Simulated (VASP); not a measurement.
Set up this calculation in VASP 6.6.1, as the native input.

* Task: single point
* Functional: PBE
* Potentials or basis: VASP PAW PBE potentials, release 64 (Fe)
* Cutoff: 520 eV
* k mesh: 22 × 22 × 22
* Occupations: gaussian, width 0.05 eV
* Spin: no spin polarisation
* Dipole correction: no
* Further INCAR settings: ALGO = Normal; EDIFF = 1e-06; NBANDS = 10

The structure of Fe lies in POSCAR:

```
Fe
1.0
   -1.4155932657      1.4155932657      1.4155932657
    1.4155932657     -1.4155932657      1.4155932657
    1.4155932657      1.4155932657     -1.4155932657
Fe
1
Direct
    0.0000000000      0.0000000000      0.0000000000
```

The input as run:

INCAR

```
PREC     = Accurate       # precision mode
ENCUT    = 520            # plane-wave cutoff, eV
EDIFF    = 1E-6           # SCF threshold, eV
ISMEAR   = 0              # smearing method
SIGMA    = 0.05           # smearing width, eV
LREAL    = F              # projectors in reciprocal space
LASPH    = T              # aspherical terms in the spheres
NELM     = 80             # most SCF steps
ALGO     = Normal         # electronic algorithm
ISIF     = 2              # what is computed and relaxed
LWAVE    = F              # write WAVECAR
LCHARG   = T              # write CHGCAR
GGA      = PE             # functional
LELF     = T              # ELF
LVHAR    = T            
NBANDS   = 10             # bands
```

KPOINTS

```
regular mesh
0
Gamma
  22 22 22
```

Potentials or basis: VASP PAW PBE potentials, release 64 (Fe).

The run is started by

```bash
$ cat potpaw_PBE.64/Fe/POTCAR > POTCAR
$ mpirun -np 1 vasp_std > vasp.out
```

It gave:

```yaml
Pressure: -18.0 GPa
Band_gap_on_the_k_mesh: zero (band 4 reaches 6.80 eV, above the bottom of band 5 at 4.93 eV)
```

Caveat: the run has no spin polarisation, though such a crystal can be magnetic.

Wall time 11 s on 1 thread of Intel(R) Xeon(R) 6975P-C (Granite Rapids) (shared host), peak memory 0.14 GiB.
